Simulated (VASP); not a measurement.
Wanted: the native input for a VASP 6.6.1 run.

- Task: single point
- Functional: PBEsol
- Potentials or basis: VASP PAW PBE potentials, release 64 (Co, Sn_d)
- Cutoff: 520 eV
- k mesh: 8 × 8 × 8
- Occupations: gaussian, width 0.1 eV
- Spin: no spin polarisation
- Dipole correction: no
- Further INCAR settings: ALGO = Fast; EDIFF = 1e-06; NBANDS = 46

The structure of CoSn2 lies in POSCAR:

```
CoSn2
1.0
   -3.2361334912      3.2361334912      2.7944970841
    3.2361334912     -3.2361334912      2.7944970841
    3.2361334912      3.2361334912     -2.7944970841
Co Sn
2 4
Direct
    0.2500000000      0.2500000000      0.0000000000
    0.7500000000      0.7500000000      0.0000000000
    0.6679443382      0.1679443382      0.8358886764
    0.1679443382      0.3320556618      0.5000000000
    0.3320556618      0.8320556618      0.1641113236
    0.8320556618      0.6679443382      0.5000000000
```

These files were run (other wordings do the same):

INCAR

```
  PREC = Accurate
  ENCUT = 520
  EDIFF = 1E-6
  ISMEAR = 0
  SIGMA = 0.1
  LREAL = False
  LASPH = True
  NELM = 100
  ALGO = Fast
  ISIF = 2
  LWAVE = False
  LCHARG = False
  GGA = PS
  NBANDS = 46
```

KPOINTS

```
Automatic mesh
0
Gamma
  8 8 8
```

Potentials or basis: VASP PAW PBE potentials, release 64 (Co, Sn_d).

The run is started by

```console
$ cat potpaw_PBE.64/Co/POTCAR potpaw_PBE.64/Sn_d/POTCAR > POTCAR
$ mpirun -np 1 vasp_std > vasp.out
```

Results of the run:

```yaml
Pressure: -8.8 GPa
Largest_force: 0.004 eV/Å
Band_gap_on_the_k_mesh: zero (bands 37 and 38 overlap by 1.31 eV)
```

Caveat: the cell stands under tension; the PAW data sets were made with another functional, which shifts forces and pressure a little; spin-orbit coupling is left out, which moves the levels of the heavy elements; the run has no spin polarisation, though such a crystal can be magnetic.

Run time: 11 min on 1 thread of Intel Xeon 8259CL, on a shared host, peak memory 0.41 GiB.
